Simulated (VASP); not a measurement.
A run of VASP 6.6.1 is set up as follows.

Contents of INCAR:

```
SYSTEM = ScB2Sb3
ALGO = Normal ; EDIFF = 1E-7
ENCUT = 520 ; GGA = PE
ISIF = 2 ; ISMEAR = 0
LASPH = .True. ; LCHARG = .False.
LREAL = .False. ; LWAVE = .False.
NBANDS = 25 ; NELM = 60
PREC = Accurate ; SIGMA = 0.1
```

KPOINTS

```
k-points
0
Gamma
  4 4 6
  0 0 0
```

Contents of POSCAR:

```
ScB2Sb3
1.0
    3.2657198000     -4.9799724600      0.0000000000
    3.2657198000      4.9799724600      0.0000000000
    0.0000000000      0.0000000000      3.2506871100
Sc B Sb
1 2 3
Direct
    0.5000000000      0.5000000000      0.0000000000
    0.2156325000      0.7843675000      0.0000000000
    0.7843675000      0.2156325000      0.0000000000
    0.0000000000      0.0000000000      0.0000000000
    0.5000000000      0.0000000000      0.5000000000
    0.0000000000      0.5000000000      0.5000000000
```

Potentials or basis: VASP PAW PBE potentials, release 64 (Sc_sv, B, Sb).

Command:

```sh
$ cat potpaw_PBE.64/Sc_sv/POTCAR potpaw_PBE.64/B/POTCAR potpaw_PBE.64/Sb/POTCAR > POTCAR
$ mpirun -np 1 vasp_std > vasp.out
```

Q: Predict the band gap on the k mesh.

A: Zero (bands 16 and 17 overlap by 1.92 eV).

Q: What does it give for the largest force?

A: 1.728 eV/Å.

Q: Predict the pressure.

A: 13.5 GPa.

Stress tensor (GPa, compression positive):
```
10.97  0.00  0.00
 0.00 14.71  0.00
 0.00  0.00 14.74
```

Caveat: the cell stands under pressure; spin-orbit coupling is left out, which moves the levels of the heavy elements; forces of over 1 eV/Å act on the atoms, so gaps and moduli don't describe the material at rest.
